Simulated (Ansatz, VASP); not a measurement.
# MoS2 in VASP and in Ansatz

File INCAR:

```
SYSTEM = MoS2
ALGO     = Normal         ! electronic algorithm
DIPOL    = 0.5 0.5 0.500
EDIFF    = 1E-6           ! SCF threshold, eV
EDIFFG   = -0.003         ! ionic threshold
ENCUT    = 520            ! plane-wave cutoff, eV
GGA      = PS             ! functional
IBRION   = 2              ! ionic algorithm
IDIPOL   = 3            
ISIF     = 2              ! what is computed and relaxed
ISMEAR   = 0              ! smearing method
LASPH    = .True.         ! aspherical terms in the spheres
LCHARG   = .False.        ! write CHGCAR
LDIPOL   = .True.       
LREAL    = .False.        ! projectors in reciprocal space
LWAVE    = .False.        ! write WAVECAR
NELM     = 60             ! most SCF steps
NSW      = 100            ! ionic steps
PREC     = Accurate       ! precision mode
SIGMA    = 0.02           ! smearing width, eV
```

Contents of KPOINTS:

```
k-points
0
Gamma
  12 12 1
  0 0 0
```

The input POSCAR:

```
MoS2
1.0
    3.1284000000      0.0000000000      0.0000000000
   -1.5642000000      2.7092738732      0.0000000000
    0.0000000000      0.0000000000     21.1300000000
S Mo
2 1
Direct
    0.6666666667      0.3333333333      0.4259346900
    0.6666666667      0.3333333333      0.5740653100
    0.3333333333      0.6666666667      0.5000000000
```

Input for Ansatz:

```yaml
crystal:
  lattice:
    - [3.1284, 0.0, 0.0]
    - [-1.5642, 2.7092738732, 0.0]
    - [0.0, 0.0, 21.13]
  atoms:
    - { symbol: S, position: [0.6666666667, 0.3333333333, 0.42593469] }
    - { symbol: Mo, position: [0.3333333333, 0.6666666667, 0.5] }
    - { symbol: S, position: [0.6666666667, 0.3333333333, 0.57406531] }
  periodic: [true, true, false]
scf:
  occupations: { method: gaussian, width: 0.02 }
  n_extra_bands: 6
output:
  forces: true
  stress: false
  write_density: true
  write_potential: true
  elf: true
  volumetric_format: npy
kpoints:
  mp_grid: { grid: [12, 12, 1] }
hamiltonian:
  xc: pbesol
relax:
  f_tol: 0.003
  max_steps: 100
```

Alike in both runs: task relaxation of the atoms; functional PBEsol; k mesh 12 × 12 × 1; occupations gaussian, width 0.02 eV; no spin polarisation.

```csv
,VASP,Ansatz
version,VASP 6.6.1,Ansatz 0.2.0
potentials or method,"VASP PAW PBE potentials, release 64 (S, Mo_sv)","scalar-relativistic, plane waves, PAW"
plane-wave cutoff (eV),520,420
valence electrons in the cell,26,26
```

|  | VASP | Ansatz | Ansatz less VASP |
| --- | --- | --- | --- |
| gap on the k mesh at the Fermi level, each at its own relaxed structure (eV) | 1.86 | 1.85 | -0.006 |

VASP's potentials were made for PBE, not for PBEsol. Ansatz's warnings: slab cell height set.
